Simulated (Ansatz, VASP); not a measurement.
SrCl2: VASP beside Ansatz

```
Sr Cl
1.0
     0.00000    3.49772    3.49772
     3.49772    0.00000    3.49772
     3.49772    3.49772    0.00000
Sr Cl
1 2
Direct
  0.00000 0.00000 0.00000
  0.25000 0.25000 0.25000
  0.75000 0.75000 0.75000
```

Alike in both runs: task single point; functional PBE-based screened hybrid with a share of 0.2 of exact exchange and HFSCREEN = 0.1; k mesh 4 × 4 × 4; no spin polarisation.

```csv
,VASP,Ansatz
version,VASP 6.6.1,Ansatz 0.2.0
potentials or method,"VASP PAW PBE potentials, release 64 (Sr_sv, Cl)",plane waves
plane-wave cutoff (eV),520,420
occupations,"gaussian, width 0.01 eV",fixed
valence electrons in the cell,24,24
```

|  | VASP | Ansatz | Ansatz less VASP |
| --- | --- | --- | --- |
| gap on the k mesh at the Fermi level (eV) | 6.61 | 6.61 | +0.004 |
| pressure (GPa) | 0.3 | 0.3 | -0.04 |

VASP's potentials were made for PBE, not for PBE-based screened hybrid. Ansatz's warnings: stress exchange threshold loose, stress scf threshold loose.
